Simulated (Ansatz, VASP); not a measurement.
## Two plane-wave programs on BaO

```xyz
2
Lattice="0.0000 2.7171 2.7171 2.7171 0.0000 2.7171 2.7171 2.7171 0.0000" Properties=species:S:1:pos:R:3 pbc="T T T"
Ba    0.0000    0.0000    0.0000
O     2.7171    2.7171    2.7171
```

Alike in both runs: functional LDA; k mesh 8 × 8 × 8; occupations gaussian, width 0.02 eV; no spin polarisation.

Ansatz relaxed the structure, and its values are those at the end. VASP's run is a single point on that final structure, the one shown.

|  | VASP | Ansatz |
| --- | --- | --- |
| version | VASP 6.6.1 | Ansatz 0.2.0 |
| potentials or method | VASP PAW LDA potentials, release 64 (Ba_sv, O), cutoff 600 eV | scalar-relativistic, plane waves, PAW |
| valence electrons in the cell | 16 | 16 |

```tsv
	VASP	Ansatz	Ansatz less VASP
gap on the k mesh at the Fermi level (eV)	1.60	1.69	+0.089
least direct gap on the mesh (eV)	1.60	1.69	+0.089
pressure (GPa)	2.2	0.0	-2.19
```

Ansatz warns that its potentials were made for another functional, while VASP's fit it. LDA's correlation is that of Perdew and Zunger in VASP and of Perdew and Wang (1992) in Ansatz.

Neither program's run includes spin-orbit coupling.
